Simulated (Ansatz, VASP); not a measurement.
# One calculation of PtSe2, two programs

```
Pt Se
1.0
     4.05437    0.00000    0.00000
    -2.02718    2.77628    0.00000
     0.00000    0.00000    4.82192
Pt Se
1 2
Direct
  0.00000 0.00000 0.00000
  0.33333 0.66667 0.26552
  0.66667 0.33333 0.73448
```

Change from the starting cell: normal strain along x +0.0750, normal strain along y -0.1500.

Alike in both runs: task single point; functional PBE; dispersion D3(BJ); k mesh 12 × 12 × 8; occupations gaussian, width 0.15 eV; no spin polarisation.

```csv
,VASP,Ansatz
version,VASP 6.6.1,Ansatz 0.2.0
potentials or method,"VASP PAW PBE potentials, release 64 (Pt, Se), cutoff 520 eV","scalar-relativistic, plane waves, PAW"
valence electrons in the cell,22,50
```

|  | VASP | Ansatz | Ansatz less VASP |
| --- | --- | --- | --- |
| gap on the k mesh at the Fermi level (eV) | none | none | - |
| pressure (GPa) | 22.2 | 22.0 | -0.12 |
| traceless stress, the component that is largest in VASP (GPa) | 26.74 | 26.67 | -0.070 |
| rms of the force components (eV/Å) | 1.444 | 1.435 | -0.0090 |

Atom by atom the forces differ by 0.009 eV/Å (rms over components). A gap of «none» marks a metal or a gap that the smearing closes. VASP's potentials hold 22 valence electrons a cell and Ansatz's 50, so a difference there can come from the potentials and not from the codes.

Spin-orbit coupling is off throughout.
